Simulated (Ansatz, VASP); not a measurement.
BN: VASP beside Ansatz

```xyz
4
Lattice="2.4404 0.0000 0.0000 -1.2202 2.1134 0.0000 0.0000 0.0000 4.1657" Properties=species:S:1:pos:R:3 pbc="T T T"
B     1.2202    0.7045    4.0168
B     0.0000    1.4090    1.9339
N     1.2202    0.7045    2.7526
N     0.0000    1.4090    0.6697
```

Alike in both runs: task single point; functional LDA; k mesh 12 × 12 × 6; occupations gaussian, width 0.02 eV; no spin polarisation.

|  | VASP | Ansatz |
| --- | --- | --- |
| version | VASP 6.6.1 | Ansatz 0.2.0 |
| potentials or method | VASP PAW LDA potentials, release 64 (B, N), cutoff 520 eV | scalar-relativistic, plane waves, PAW |
| valence electrons in the cell | 16 | 16 |

Ansatz gave:

* gap on the k mesh at the Fermi level (eV): 0.13
* least direct gap on the mesh (eV): 4.83
* pressure (GPa): 66.4
* traceless stress, the component that is largest in VASP (GPa): 46.02
* rms of the force components (eV/Å): 7.616

Estimate VASP's values.

gap on the k mesh at the Fermi level (eV): 0.10; least direct gap on the mesh (eV): 4.80; pressure (GPa): 67.2; traceless stress, the component that is largest in VASP (GPa): 46.00; rms of the force components (eV/Å): 7.604.

LDA's correlation is that of Perdew and Zunger in VASP and of Perdew and Wang (1992) in Ansatz. Atom by atom the forces differ by 0.012 eV/Å (rms over components). Both programs put the cell under a high pressure, so it lies far from rest at this level.

Noted on VASP's run: the cell as given lies far from equilibrium.
